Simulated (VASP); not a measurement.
Set up this calculation in VASP 6.6.1, as the native input.

| Quantity | Value |
| --- | --- |
| Task | single point |
| Functional | PBE |
| Potentials or basis | VASP PAW PBE potentials, release 64 (Na_pv, Al) |
| Cutoff | 520 eV |
| k mesh | 16 × 16 × 16 |
| Occupations | gaussian, width 0.1 eV |
| Spin | no spin polarisation |
| Dipole correction | no |
| Further INCAR settings | ALGO = Normal; EDIFF = 1e-06; NBANDS = 12 |

The structure of NaAl lies in POSCAR:

```
NaAl
1.0
    3.6113571772      0.0000000000      0.0000000000
    0.0000000000      3.6113571772      0.0000000000
    0.0000000000      0.0000000000      3.6113571772
Na Al
1 1
Direct
    0.0000000000      0.0000000000      0.0000000000
    0.5000000000      0.5000000000      0.5000000000
```

These files were run (other wordings do the same):

INCAR

```
PREC = Accurate ; ENCUT = 520
EDIFF = 1E-6 ; ISMEAR = 0
SIGMA = 0.1 ; LREAL = F
LASPH = T ; NELM = 60
ALGO = Normal ; ISIF = 2
LWAVE = F ; LCHARG = T
GGA = PE ; LELF = T
LVHAR = T ; NBANDS = 12
```

KPOINTS

```
regular mesh
0
Gamma
  16 16 16
```

Potentials or basis: VASP PAW PBE potentials, release 64 (Na_pv, Al).

Command:

```sh
$ cat potpaw_PBE.64/Na_pv/POTCAR potpaw_PBE.64/Al/POTCAR > POTCAR
$ mpirun -np 1 vasp_std > vasp.out
```

It gave:

* Pressure: -0.1 GPa
* Band gap on the k mesh: zero (band 5 reaches 6.43 eV, above the bottom of band 6 at 1.77 eV)

Wall time 31 s on 1 thread of AMD EPYC 9R14 (Zen 4), on a shared host, peak memory 0.18 GiB.
